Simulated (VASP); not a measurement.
**WSe2: single point with PBE+D3(BJ)**

**What was measured.**

From “Time-resolved XUV ARPES with tunable 24–33 eV laser pulses at 30 meV resolution”, 2019, pmc:6684652, for a bulk crystal of WSe2: band gap 1.3 eV (indirect).

The system is WSe2.

```xyz
6
Lattice="3.2905 0.0000 0.0000 -1.6453 2.8497 0.0000 0.0000 0.0000 12.9660" Properties=species:S:1:pos:R:3 pbc="T T T"
W     0.0000    1.8998    3.2415
W     1.6453    0.9499    9.7245
Se    0.0000    1.8998    8.0418
Se    1.6453    0.9499    1.5588
Se    0.0000    1.8998   11.4073
Se    1.6453    0.9499    4.9242
```

```json
{"Program": "VASP 6.6.1", "Task": "single point", "Functional": "PBE", "Dispersion": "D3(BJ)", "Potentials or basis": "VASP PAW PBE potentials, release 64 (W_sv, Se)", "Cutoff": "520 eV", "k mesh": "8 × 8 × 2", "Occupations": "gaussian, width 0.05 eV", "Spin": "no spin polarisation"}
```

```yaml
Pressure: -0.6 GPa
Largest_force: 0.043 eV/Å
Band_gap_on_the_k_mesh: 1.07 eV (least direct gap 1.89 eV)
Dispersion_energy_per_atom: -0.465 eV
```

Forces in eV/Å, atoms in the order of the input:
```
W    0.000  0.000  0.000
W    0.000  0.000  0.000
Se   0.000  0.000 -0.043
Se   0.000  0.000 -0.043
Se   0.000  0.000  0.043
Se   0.000  0.000  0.043
```

Stress tensor (GPa, compression positive):
```
-0.70  0.00  0.00
 0.00 -0.70  0.00
 0.00  0.00 -0.52
```

Levels at points of the mesh, in eV from the valence-band top:
| k point | band 22 | band 23 | band 24 | band 25 | band 26 | band 27 | band 28 | band 29 | band 30 | band 31 |
| --- | --- | --- | --- | --- | --- | --- | --- | --- | --- | --- |
| (0.00, 0.00, 0.00) | -1.45 | -1.45 | -1.11 | -1.04 | 0.00 | 2.64 | 2.64 | 2.70 | 2.70 | 2.72 |
| (0.50, 0.00, 0.00) | -2.40 | -1.42 | -1.33 | -1.26 | -1.07 | 2.15 | 2.19 | 2.31 | 2.67 | 2.95 |
| (0.00, 0.00, 0.50) | -1.48 | -1.48 | -1.48 | -0.21 | -0.21 | 2.65 | 2.65 | 2.65 | 2.65 | 2.85 |
| (0.50, 0.00, 0.50) | -2.55 | -1.32 | -1.32 | -1.20 | -1.20 | 2.16 | 2.16 | 2.52 | 2.52 | 3.36 |

It took 56 s on 1 thread of Intel(R) Xeon(R) Platinum 8375C CPU @ 2.90GHz (Ice Lake), on a shared host, peak memory 0.27 GiB.

Against the measured gap of WSe2, 1.3 eV (indirect; “Time-resolved XUV ARPES with tunable 24–33 eV laser pulses at 30 meV resolution”, 2019, pmc:6684652), the calculated 1.07 eV is off by -0.23 eV. Spin-orbit coupling on Se, W is left out. The value is that of PBE+D3(BJ) on a finite k mesh, which can miss the band edges, without temperature or zero-point motion. Semilocal functionals fall short of measured gaps as a rule.

Caveat: spin-orbit coupling is left out, which moves the levels of the heavy elements.
